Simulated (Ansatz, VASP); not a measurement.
**One calculation of Na, two programs**

```
Na
1.0
    -2.09811    2.09811    2.09811
     2.09811   -2.09811    2.09811
     2.09811    2.09811   -2.09811
Na
1
Cartesian
  0.0000 0.0000 0.0000
```

Alike in both runs: task single point; functional PBE; k mesh 17 × 17 × 17; occupations fermi-dirac, width 0.05 eV; non-collinear spin, spin-orbit coupling.

|  | VASP | Ansatz |
| --- | --- | --- |
| version | VASP 6.6.1 | Ansatz 0.2.0 |
| potentials or method | VASP PAW PBE potentials, release 64 (Na_pv), cutoff 520 eV | all-electron LAPW |

```csv
,VASP,Ansatz,Ansatz less VASP
pressure (GPa),-0.1,0.0,+0.07
net moment per atom (μB),0.00,0.00,0.000
```

Ansatz ran all-electron here, and VASP with PAW potentials.
